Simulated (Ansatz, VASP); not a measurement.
CaO in VASP and in Ansatz

```xyz
2
Lattice="0.1006 2.4023 2.4023 2.4023 0.1006 2.4023 2.4023 2.4023 0.1006" Properties=species:S:1:pos:R:3 pbc="T T T"
Ca    0.0000    0.0000    0.0000
O     2.4526    2.4526    2.4526
```

Change from the starting cell: epitaxial_111 strain -4.0%.

Alike in both runs: task single point; functional r2SCAN; k mesh 10 × 10 × 10; no spin polarisation.

|  | VASP | Ansatz |
| --- | --- | --- |
| version | VASP 6.6.1 | Ansatz 0.2.0 |
| potentials or method | VASP PAW PBE potentials, release 64 (Ca_sv, O_h) | plane waves, PAW |
| plane-wave cutoff (eV) | 1480 | 500 |
| occupations | gaussian, width 0.01 eV | fixed |
| valence electrons in the cell | 16 | 16 |

```tsv
	VASP	Ansatz	Ansatz less VASP
gap on the k mesh at the Fermi level (eV)	4.05	4.06	+0.009
pressure (GPa)	8.8	7.6	-1.25
traceless stress, the component that is largest in VASP (GPa)	-3.75	-3.79	-0.046
```

VASP's potentials were made for PBE, not for r2SCAN.
